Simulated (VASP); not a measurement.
Write the native input for VASP 6.6.1 that does the following.

| Property | Result |
| --- | --- |
| Task | single point |
| Functional | PBEsol |
| Potentials or basis | VASP PAW PBE potentials, release 64 (Si) |
| Cutoff | 520 eV |
| k mesh | 2 × 2 × 2, shifted |
| Occupations | gaussian, width 0.02 eV |
| Spin | no spin polarisation |
| Dipole correction | no |
| Further INCAR settings | LREAL = Auto; ALGO = Normal; EDIFF = 1e-07; NBANDS = 86 |

The structure of Si lies in POSCAR:

```
Si
1.0
   -5.4338340904     -5.4338340904     -5.4338340904
    5.4338340904      5.4338340904     -5.4338340904
    5.4338340904     -5.4338340904      5.4338340904
Si
32
Direct
    0.5000000000      0.7500000000      0.5000000000
    0.5000000000      0.5000000000      0.7500000000
    0.2500000000      0.7500000000      0.7500000000
    0.5000000000      0.2500000000      0.0000000000
    0.2500000000      0.5000000000      0.0000000000
    0.0000000000      0.7500000000      0.0000000000
    0.5000000000      0.0000000000      0.2500000000
    0.2500000000      0.2500000000      0.2500000000
    0.0000000000      0.5000000000      0.2500000000
    0.7500000000      0.7500000000      0.2500000000
    0.2500000000      0.0000000000      0.5000000000
    0.0000000000      0.2500000000      0.5000000000
    0.7500000000      0.5000000000      0.5000000000
    0.0000000000      0.0000000000      0.7500000000
    0.7500000000      0.2500000000      0.7500000000
    0.7500000000      0.0000000000      0.0000000000
    0.7500000000      0.7500000000      0.5000000000
    0.7500000000      0.5000000000      0.7500000000
    0.5000000000      0.7500000000      0.7500000000
    0.7500000000      0.2500000000      0.0000000000
    0.5000000000      0.5000000000      0.0000000000
    0.2500000000      0.7500000000      0.0000000000
    0.7500000000      0.0000000000      0.2500000000
    0.5000000000      0.2500000000      0.2500000000
    0.2500000000      0.5000000000      0.2500000000
    0.0000000000      0.7500000000      0.2500000000
    0.5000000000      0.0000000000      0.5000000000
    0.2500000000      0.2500000000      0.5000000000
    0.0000000000      0.5000000000      0.5000000000
    0.2500000000      0.0000000000      0.7500000000
    0.0000000000      0.2500000000      0.7500000000
    0.0000000000      0.0000000000      0.0000000000
```

The input as run:

INCAR

```
  PREC = Accurate
  ENCUT = 520
  EDIFF = 1E-7
  ISMEAR = 0
  SIGMA = 0.02
  LREAL = Auto
  LASPH = T
  NELM = 80
  ALGO = Normal
  ISIF = 2
  LWAVE = F
  LCHARG = F
  GGA = PS
  NBANDS = 86
```

KPOINTS

```
Automatic mesh
0
Gamma
  2 2 2
  0.5 0.5 0.5
```

Potentials or basis: VASP PAW PBE potentials, release 64 (Si).

The run is started by

```console
$ cat potpaw_PBE.64/Si/POTCAR > POTCAR
$ mpirun -np 1 vasp_std > vasp.out
```

It gave:

The pressure is 0.1 GPa and the band gap on the k mesh is 1.27 eV.

Caveat: the PAW data sets were made with another functional, which shifts forces and pressure a little; a shifted mesh leaves out Γ, where band edges can lie.

Run time: 3.5 min on 1 thread of Intel(R) Xeon(R) Platinum 8259CL CPU @ 2.50GHz (Skylake/Cascade Lake), with other jobs on the host, peak memory 0.65 GiB.
